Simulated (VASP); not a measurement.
# Dy4Au (Im-3m) in VASP: further runs

Runs on Dy4Au. Level: PBE. Tasks: single point, relaxation of cell and atoms.

Everything below comes from runs of VASP 6.6.1. Logs are shortened: lines on timing, memory, paths and dates and some standing lists are left out, and cuts for length are marked.

## (1) The cell of the first run

It takes space group Im-3m (No. 229, cubic). Conventional cell: a = 6.555 Å, b = 6.555 Å, c = 6.555 Å, α = 90.00°, β = 90.00°, γ = 90.00°. Dy (site symmetry -3m) has 2 Au at 2.84 Å and 6 Dy at 3.28 Å within 3.7 Å. Au (site symmetry m-3m) has 8 Dy at 2.84 Å within 3.7 Å.

The cell was generated, and may not be a known phase.

## (2) Single point, PBE

Contents of INCAR:

```
SYSTEM = Dy4Au
PREC     = Accurate       ! precision mode
ENCUT    = 500            ! plane-wave cutoff, eV
EDIFF    = 1E-6           ! SCF threshold, eV
ISMEAR   = 0              ! smearing method
SIGMA    = 0.1            ! smearing width, eV
LREAL    = .False.        ! projectors in reciprocal space
LASPH    = .True.         ! aspherical terms in the spheres
NELM     = 200            ! most SCF steps
ALGO     = Normal         ! electronic algorithm
ISIF     = 2              ! what is computed and relaxed
LWAVE    = .False.        ! write WAVECAR
LCHARG   = .True.         ! write CHGCAR
GGA      = PE             ! functional
LELF     = .True.         ! ELF
LVHAR    = .True.       
NBANDS   = 32             ! bands
GGA_COMPAT= .False.      
LMAXMIX  = 6              ! l up to which the mixer works
```

Contents of KPOINTS:

```
regular mesh
0
Gamma
  4 4 4
  0 0 0
```

Contents of POSCAR:

```
Dy4Au
1.0
   -3.2774730500      3.2774730500      3.2774730500
    3.2774730500     -3.2774730500      3.2774730500
    3.2774730500      3.2774730500     -3.2774730500
Dy Au
4 1
Direct
    0.5000000000      0.5000000000      0.5000000000
    0.0000000000      0.0000000000      0.5000000000
    0.0000000000      0.5000000000      0.0000000000
    0.5000000000      0.0000000000      0.0000000000
    0.0000000000      0.0000000000      0.0000000000
```

Potentials or basis: VASP PAW PBE potentials, release 64 (Dy_3, Au), 4f in core.

Launch:

```
> cat potpaw_PBE.64/Dy_3/POTCAR potpaw_PBE.64/Au/POTCAR > POTCAR
> mpirun -np 1 vasp_std > vasp.out
```

OUTCAR:

```text
SYSTEM = Dy4Au
   PREC = Accurate
   ENCUT = 500
   EDIFF = 1E-6
   ISMEAR = 0
   LREAL = .False.
   LASPH = .True.
   NELM = 200
   ISIF = 2
   GGA = PE

 ion  position               nearest neighbor table
   1  0.500  0.500  0.500-   5 2.84   5 2.84   4 3.28   2 3.28   4 3.28   3 3.28   2 3.28   3 3.28

   2  0.000  0.000  0.500-   5 2.84   5 2.84   4 3.28   1 3.28   3 3.28   3 3.28   4 3.28   1 3.28

   3  0.000  0.500  0.000-   5 2.84   5 2.84   4 3.28   1 3.28   2 3.28   2 3.28   1 3.28   4 3.28

   4  0.500  0.000  0.000-   5 2.84   5 2.84   3 3.28   1 3.28   1 3.28   2 3.28   2 3.28   3 3.28

   5  0.000  0.000  0.000-   1 2.84   2 2.84   3 2.84   4 2.84   2 2.84   3 2.84   4 2.84   1 2.84

  LATTYP: Found a body centered cubic cell.
 ALAT       =     6.5549461000

  Lattice vectors:

 A1 = (  -3.2774730500,   3.2774730500,   3.2774730500)
 A2 = (   3.2774730500,  -3.2774730500,   3.2774730500)
 A3 = (   3.2774730500,   3.2774730500,  -3.2774730500)

Analysis of symmetry for initial positions (statically):
=====================================================================
 Subroutine PRICEL returns:
 Original cell was already a primitive cell.

 Routine SETGRP: Setting up the symmetry group for a
 body centered cubic supercell.

 Subroutine GETGRP returns: Found 48 space group operations
 (whereof 48 operations were pure point group operations)
 out of a pool of 48 trial point group operations.

The static configuration has the point symmetry O_h .

Analysis of symmetry for dynamics (positions and initial velocities):
=====================================================================
 Subroutine PRICEL returns:
 Original cell was already a primitive cell.

 Routine SETGRP: Setting up the symmetry group for a
 body centered cubic supercell.

 Subroutine GETGRP returns: Found 48 space group operations
 (whereof 48 operations were pure point group operations)
 out of a pool of 48 trial point group operations.

The dynamic configuration has the point symmetry O_h .

 Subroutine INISYM returns: Found 48 space group operations
 (whereof 48 operations are pure point group operations),
 and found     1 'primitive' translations

----------------------------------------------------------------------------------------

                                     Primitive cell

  volume of cell :     140.8242

  direct lattice vectors                    reciprocal lattice vectors
    -3.277473050  3.277473050  3.277473050     0.000000000  0.152556556  0.152556556
     3.277473050 -3.277473050  3.277473050     0.152556556  0.000000000  0.152556556
     3.277473050  3.277473050 -3.277473050     0.152556556  0.152556556  0.000000000

  length of vectors
     5.676749843  5.676749843  5.676749843     0.215747550  0.215747550  0.215747550

  position of ions in fractional coordinates (direct lattice)
     0.500000000  0.500000000  0.500000000
     0.000000000  0.000000000  0.500000000
     0.000000000  0.500000000  0.000000000
     0.500000000  0.000000000  0.000000000
     0.000000000  0.000000000  0.000000000

  ion indices of the primitive-cell ions
   primitive index   ion index
                 1           1
                 2           2
                 3           3
                 4           4
                 5           5

----------------------------------------------------------------------------------------

 KPOINTS: regular mesh

Automatic generation of k-mesh.
 Grid dimensions read from file:
 generate k-points for:    4    4    4

 Generating k-lattice:

  Cartesian coordinates                     Fractional coordinates (reciprocal lattice)
     0.000000000  0.038139139  0.038139139     0.250000000  0.000000000  0.000000000
     0.038139139  0.000000000  0.038139139     0.000000000  0.250000000  0.000000000
     0.038139139  0.038139139  0.000000000     0.000000000  0.000000000  0.250000000

  Length of vectors
     0.053936888  0.053936888  0.053936888

  Shift w.r.t. Gamma in fractional coordinates (k-lattice)
     0.000000000  0.000000000  0.000000000

 Subroutine IBZKPT returns following result:
 ===========================================

 Found      8 irreducible k-points:

 Following reciprocal coordinates:
            Coordinates               Weight
  0.000000  0.000000  0.000000      1.000000
  0.250000  0.000000  0.000000     12.000000
  0.500000  0.000000  0.000000      6.000000
  0.250000  0.250000  0.000000     24.000000
  0.250000  0.250000  0.250000      2.000000
 -0.250000  0.250000  0.250000      6.000000
  0.500000  0.500000  0.250000     12.000000
  0.500000  0.500000  0.500000      1.000000
   k-points           NKPTS =      8   k-points in BZ     NKDIM =      8   number of bands    NBANDS=     32
   number of dos      NEDOS =    301   number of ions     NIONS =      5
   total plane-waves  NPLWV =  74088
   dimension x,y,z NGX =    42 NGY =   42 NGZ =   42
   dimension x,y,z NGXF=    84 NGYF=   84 NGZF=   84
   ions per type =               4   1
   NGX,Y,Z   is equivalent  to a cutoff of  12.30, 12.30, 12.30 a.u.
   NGXF,Y,Z  is equivalent  to a cutoff of  24.60, 24.60, 24.60 a.u.
 SYSTEM =  Dy4Au
   PREC   = accura    normal or accurate (medium, high low for compatibility)
   ISTART =      0    job   : 0-new  1-cont  2-samecut
   ICHARG =      2    charge: 1-file 2-atom 10-const
   ISPIN  =      1    spin polarized calculation?
   LNONCOLLINEAR =      F non collinear calculations
   LSORBIT =      F    spin-orbit coupling
   LASPH  =      T    aspherical Exc in radial PAW
   ENCUT  =  500.0 eV  36.75 Ry    6.06 a.u.  10.35 10.35 10.35*2*pi/ulx,y,z
   NELM   =    200;   NELMIN=  2; NELMDL= -5     # of ELM steps
   EDIFF  = 0.1E-05   stopping-criterion for ELM
   LREAL  =      F    real-space projection
   EDIFFG = 0.1E-04   stopping-criterion for IOM
   NSW    =      0    number of steps for IOM
   IBRION =     -1    ionic relax: 0-MD 1-quasi-New 2-CG
   NFREE  =      0    steps in history (QN), initial steepest desc. (CG)
   ISIF   =      2    stress and relaxation
   ISYM   =      2    0-nonsym 1-usesym 2-fastsym
   POTIM  = 0.5000    time-step for ionic-motion
   TEBEG  =    0.0;   TEEND  =   0.0 temperature during run
   PSTRESS=    0.0 pullay stress
   NELECT =      47.0000    total number of electrons
   NUPDOWN=      -1.0000    fix difference up-down
   EMIN   =  10.00;   EMAX   =-10.00  energy-range for DOS
   EFERMI =   0.00;   METHOD = LEGACY
   ISMEAR =     0;   SIGMA  =   0.10  broadening in eV -4-tet -1-fermi 0-gaus
   EFERMI_NEDOS =   21; number of points for ismear=-14 and -15
   IALGO  =     38    algorithm
   IMIX   =      4    mixing-type and parameters
     AMIX     =   0.40;   BMIX     =  1.00
     AMIX_MAG =   1.60;   BMIX_MAG =  1.00
  volume/ion in A,a.u.               =      28.16       190.07
  Fermi-wavevector in a.u.,A,eV,Ry     =   1.135573  2.145921 17.545061  1.289526
  Thomas-Fermi vector in A             =   2.272278
   LORBIT       =      0    0 simple, 1 ext, 2 COOP (PROOUT), +10 PAW based schemes
   GGA     = PE    functional components
   LHFCALC =     F    Hartree Fock is set to
   AEXX    =    0.0000 exact exchange contribution
   IVDW    =     0    specifies the selected vdW correction
   LEPSILON=     F    determine dielectric tensor
   LRPA    =     F    only Hartree local field effects (RPA)
 non-spin polarized calculation
 Gauss-broadening in eV      SIGMA  =   0.10
  energy-cutoff  :      500.00
  volume of cell :      140.82
 maximum number of plane-waves:      3604
 NGX is ok and might be reduce to    42
   NGX = 21   NGY = 21   NGZ = 21

 number of electron      46.9999996 magnetization

 Free energy of the ion-electron system (eV)
  ---------------------------------------------------
  ext. energy  EPLUGINS =         0.00000000
  ---------------------------------------------------
  free energy    TOTEN  =       -20.30212974 eV

  energy without entropy =      -20.24819186  energy(sigma->0) =      -20.27516080

 E-fermi :   4.2674     XC(G=0): -10.1587

 val. band max:        4.2610916894   @ k =   0.2500   0.0000   0.0000
 cond. band min:       4.2791468161   @ k =   0.5000   0.5000   0.2500
 fundamental gap:      0.0180551267
 Fermi energy:         4.2674144748

 k-point     1 :       0.0000    0.0000    0.0000
  band No.  band energies     occupation
      1     -19.6693      2.00000
      2     -19.6693      2.00000
      3     -19.6693      2.00000
      4     -19.6530      2.00000
      5     -19.6530      2.00000
      6     -19.6530      2.00000
[... 24 lines left out ...]
     31       7.6932      0.00000
     32       7.6947      0.00000

 k-point     2 :       0.2500    0.0000    0.0000
  band No.  band energies     occupation
      1     -19.6756      2.00000
      2     -19.6632      2.00000
      3     -19.5868      2.00000
      4     -19.5701      2.00000
      5     -19.5600      2.00000
      6     -19.5417      2.00000
[... 24 lines left out ...]
     31       6.6325      0.00000
     32       6.8577      0.00000

 k-point     3 :       0.5000    0.0000    0.0000
  band No.  band energies     occupation
      1     -19.6871      2.00000
      2     -19.6642      2.00000
      3     -19.4005      2.00000
      4     -19.3657      2.00000
      5     -19.3471      2.00000
      6     -19.3438      2.00000
[... 24 lines left out ...]
     31       6.2844      0.00000
     32       6.5989      0.00000

 k-point     4 :       0.2500    0.2500    0.0000
  band No.  band energies     occupation
      1     -19.6283      2.00000
      2     -19.5925      2.00000
      3     -19.5429      2.00000
      4     -19.5326      2.00000
      5     -19.3852      2.00000
      6     -19.3193      2.00000
[... 24 lines left out ...]
     31       6.2844      0.00000
     32       6.8097      0.00000

 k-point     5 :       0.2500    0.2500    0.2500
  band No.  band energies     occupation
      1     -19.3766      2.00000
      2     -19.3370      2.00000
      3     -19.3370      2.00000
      4     -19.3370      2.00000
      5     -19.3214      2.00000
      6     -19.3214      2.00000
[... 24 lines left out ...]
     31       6.7544      0.00000
     32       6.7616      0.00000

 k-point     6 :      -0.2500    0.2500    0.2500
  band No.  band energies     occupation
      1     -19.7460      2.00000
      2     -19.7069      2.00000
      3     -19.6220      2.00000
      4     -19.6220      2.00000
      5     -19.4119      2.00000
      6     -19.3159      2.00000
[... 24 lines left out ...]
     31       6.8365      0.00000
     32       7.3201      0.00000

 k-point     7 :       0.5000    0.5000    0.2500
  band No.  band energies     occupation
      1     -19.7669      2.00000
      2     -19.6739      2.00000
      3     -19.6421      2.00000
      4     -19.6061      2.00000
      5     -19.4971      2.00000
      6     -19.4936      2.00000
[... 24 lines left out ...]
     31       6.9283      0.00000
     32       6.9842      0.00000

 k-point     8 :       0.5000    0.5000    0.5000
  band No.  band energies     occupation
      1     -19.8467      2.00000
      2     -19.7601      2.00000
      3     -19.7601      2.00000
      4     -19.5820      2.00000
      5     -19.5820      2.00000
      6     -19.5820      2.00000
[... 24 lines left out ...]
     31       6.5300      0.00000
     32       6.5300      0.00000

------------------------ aborting loop because EDIFF is reached ----------------------------------------

  FORCE on cell =-STRESS in cart. coord.  units (eV):
  Direction    XX          YY          ZZ          XY          YZ          ZX
  --------------------------------------------------------------------------------------
  -------------------------------------------------------------------------------------
  Total        7.6300152      7.6300152      7.6300152      0.0000000     -0.0000000      0.0000000
  in kB       86.8077716     86.8077716     86.8077716      0.0000000     -0.0000000      0.0000000
  external PRESSURE =      86.8077716 kB  Pullay stress =       0.0000000 kB

 VOLUME and BASIS-vectors are now :
 -----------------------------------------------------------------------------
  energy-cutoff  :      500.00
  volume of cell :      140.82
      direct lattice vectors                 reciprocal lattice vectors
    -3.277473050  3.277473050  3.277473050     0.000000000  0.152556556  0.152556556
     3.277473050 -3.277473050  3.277473050     0.152556556  0.000000000  0.152556556
     3.277473050  3.277473050 -3.277473050     0.152556556  0.152556556  0.000000000

 POSITION                                       TOTAL-FORCE (eV/Angst)
 -----------------------------------------------------------------------------------
      1.63874      1.63874      1.63874        -0.000000     -0.000000     -0.000000
      1.63874      1.63874     -1.63874        -0.000000      0.000000      0.000000
      1.63874     -1.63874      1.63874         0.000000     -0.000000     -0.000000
     -1.63874      1.63874      1.63874         0.000000      0.000000     -0.000000
      0.00000      0.00000      0.00000         0.000000      0.000000     -0.000000
 -----------------------------------------------------------------------------------
    total drift:                               -0.000000     -0.000000      0.000000

  FREE ENERGIE OF THE ION-ELECTRON SYSTEM (eV)
  ---------------------------------------------------
  free  energy   TOTEN  =       -20.3021297354 eV

  energy  without entropy=      -20.2481918562  energy(sigma->0) =      -20.27516080
```

It took 19 s on 1 thread of AMD EPYC 9R45 (Zen 5), shared host; peak memory 0.23 GiB.

What came out:

```yaml
Free_energy: -20.3021 eV
Pressure: 8.7 GPa
Band_gap_on_the_k_mesh: zero (an odd number of electrons rules out a gap without spin polarisation)
```

Levels at points of the mesh, in eV from the Fermi level:
```tsv
k point	band 19	band 20	band 21	band 22	band 23	band 24	band 25	band 26	band 27	band 28
(0.00, 0.00, 0.00)	-3.45	-1.66	-1.66	0.05	0.05	0.34	0.34	0.34	2.12	2.12
(0.50, 0.00, 0.00)	-3.15	-1.65	-1.30	-0.85	-0.54	0.10	0.36	0.64	0.65	0.77
(0.50, 0.50, 0.50)	-2.93	-2.93	-2.93	-1.10	-1.10	-1.10	-0.18	-0.18	-0.18	0.27
```

Caveat: the cell stands under pressure; spin-orbit coupling is left out, which moves the levels of the heavy elements; the 4f electrons are frozen in the core, so they carry no moment and show no levels.

[end of part 1 of 2]

The gap in the log of VASP goes by the Fermi energy; the results here count the filled bands.